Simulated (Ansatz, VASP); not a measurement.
Two plane-wave programs on C

INCAR

```
PREC = Accurate ; ENCUT = 600
EDIFF = 1E-6 ; ISMEAR = 0
SIGMA = 0.01 ; LREAL = False
LASPH = True ; NELM = 120
ALGO = Normal ; ISIF = 2
LWAVE = False ; LCHARG = True
GGA = PS ; LELF = True
LVHAR = True ; NBANDS = 11
GGA_COMPAT = False
```

The input KPOINTS:

```
regular mesh
0
Gamma
  10 10 10
```

File POSCAR:

```
C
1.0
    0.0000000000      1.7833700000      1.7833700000
    1.7833700000      0.0000000000      1.7833700000
    1.7833700000      1.7833700000      0.0000000000
C
2
Direct
    0.0280368067     -0.0280368067      0.0280368067
    0.2500000000      0.2500000000      0.2500000000
```

Input for Ansatz:

```yaml
crystal:
  lattice:
    - [0.0, 1.78337, 1.78337]
    - [1.78337, 0.0, 1.78337]
    - [1.78337, 1.78337, 0.0]
  atoms:
    - { symbol: C, position: [0.028036806719861845, -0.028036806719861838, 0.028036806719861848] }
    - { symbol: C, position: [0.25, 0.25, 0.25] }
kpoints:
  mp_grid:
    grid: [10, 10, 10]
    shift: [0.0, 0.0, 0.0]
hamiltonian:
  xc: pbesol
scf:
  occupations:
    method: fixed
output:
  forces: true
```

Alike in both runs: task single point; functional PBEsol; k mesh 10 × 10 × 10; no spin polarisation.

|  | VASP | Ansatz |
| --- | --- | --- |
| version | VASP 6.6.1 | Ansatz 0.2.0 |
| potentials or method | VASP PAW PBE potentials, release 64 (C) | plane waves, PAW |
| plane-wave cutoff (eV) | 600 | 420 |
| occupations | gaussian, width 0.01 eV | fixed |
| valence electrons in the cell | 8 | 8 |

```tsv
	VASP	Ansatz	Ansatz less VASP
rms of the force components (eV/Å)	2.094	2.082	-0.0122
```

VASP's potentials were made for PBE, not for PBEsol. Atom by atom the forces differ by 0.012 eV/Å (rms over components).
